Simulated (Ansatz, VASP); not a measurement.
**MnS in VASP and in Ansatz**

Contents of INCAR:

```
SYSTEM = MnS
PREC = Accurate
ENCUT = 680
EDIFF = 1E-6
ISMEAR = -1
SIGMA = 0.05
LREAL = .False.
LASPH = .True.
NELM = 200
ALGO = Normal
ISIF = 2
LWAVE = .False.
LCHARG = .False.
ISPIN = 2
MAGMOM = 1 0
LORBIT = 11
NUPDOWN = 1.0
LMAXMIX = 4
GGA = PS
NBANDS = 22
GGA_COMPAT = .False.
```

KPOINTS

```
regular mesh
0
Gamma
  8 8 8
  0 0 0
```

POSCAR

```
MnS
1.0
    0.0000000000      2.4734634191      2.4734634191
    2.4734634191      0.0000000000      2.4734634191
    2.4734634191      2.4734634191      0.0000000000
Mn S
1 1
Direct
    0.0000000000      0.0000000000      0.0000000000
    0.7500000000      0.7500000000      0.7500000000
```

Contents of input.yaml:

```yaml
crystal:
  lattice:
    - [0.0, 2.4734634191, 2.4734634191]
    - [2.4734634191, 0.0, 2.4734634191]
    - [2.4734634191, 2.4734634191, 0.0]
  atoms:
    - { symbol: Mn, position: [0.0, 0.0, 0.0], spin: 1.0 }
    - { symbol: S, position: [0.75, 0.75, 0.75] }
hamiltonian:
  xc: pbesol
  pseudopotentials: { kind: paw }
magnetization:
  spin_polarized: true
  initial_magnetization: 1.0
  spin_locking: { lock_magnetization: hard }
kpoints:
  mp_grid: { grid: [8, 8, 8] }
scf:
  occupations: { method: fermi_dirac, width: 0.05 }
  lower_state_search: "off"
output:
  forces: true
  stress: true
  eigenvalues: true
  write_density: true
  write_potential: true
  elf: true
  volumetric_format: npy
```

Alike in both runs: task single point; functional PBEsol; k mesh 8 × 8 × 8; occupations fermi-dirac, width 0.05 eV; collinear spin; fixed moment 1 μB.

|  | VASP | Ansatz |
| --- | --- | --- |
| version | VASP 6.6.1 | Ansatz 0.2.0 |
| potentials or method | VASP PAW PBE potentials, release 64 (Mn_sv, S) | Ansatz PAW |
| plane-wave cutoff (eV) | 680 | 420 |
| valence electrons in the cell | 21 | 21 |

```tsv
	VASP	Ansatz	Ansatz less VASP
pressure (GPa)	-0.6	-0.3	+0.27
net moment per atom (μB)	0.50	0.50	0.000
size of the moment on the site where the two differ most (μB)	0.92	0.88	-0.041
```

VASP's potentials were made for PBE, not for PBEsol. Site moments also hang on the region over which each program counts them.
